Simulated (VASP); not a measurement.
# AlN: single point with PBEsol

The system is AlN.

```
Al N
1.0
     3.26090    0.00000    0.00000
    -1.63045    2.82402    0.00000
     0.00000    0.00000    4.06552
Al N
2 2
Cartesian
  0.0000 1.8827 3.0491
  1.6304 0.9413 1.0164
  0.0000 1.8827 1.0164
  1.6304 0.9413 3.0491
```

```json
{
 "Program": "VASP 6.6.1",
 "Task": "single point",
 "Functional": "PBEsol",
 "Potentials or basis": "VASP PAW PBE potentials, release 64 (Al, N)",
 "Cutoff": "520 eV",
 "k mesh": "12 × 12 × 6",
 "Occupations": "gaussian, width 0.01 eV",
 "Spin": "no spin polarisation",
 "Dipole correction": "no",
 "Further INCAR settings": "ALGO = Normal; EDIFF = 1e-07; NBANDS = 16"
}
```

```
Pressure               : 10.0 GPa
Band gap on the k mesh : 3.66 eV, direct
```

Levels at points of the mesh, in eV from the valence-band top:
| k point | band 6 | band 7 | band 8 | band 9 | band 10 | band 11 |
| --- | --- | --- | --- | --- | --- | --- |
| (0.00, 0.00, 0.00) | -1.66 | -1.66 | 0.00 | 3.66 | 4.83 | 8.44 |
| (0.50, 0.00, 0.00) | -4.29 | -3.09 | -1.39 | 3.93 | 7.26 | 7.72 |
| (0.00, 0.00, 0.50) | -2.60 | -2.60 | -2.60 | 5.98 | 5.98 | 8.56 |
| (0.50, 0.00, 0.50) | -3.39 | -1.82 | -1.82 | 5.22 | 5.22 | 9.92 |

Wall time 12 s on 1 thread of Intel(R) Xeon(R) 6975P-C (Granite Rapids) (shared host), peak memory 0.16 GiB.

Caveat: the PAW data sets were made with another functional, which shifts forces and pressure a little. A k mesh can miss the band edges.
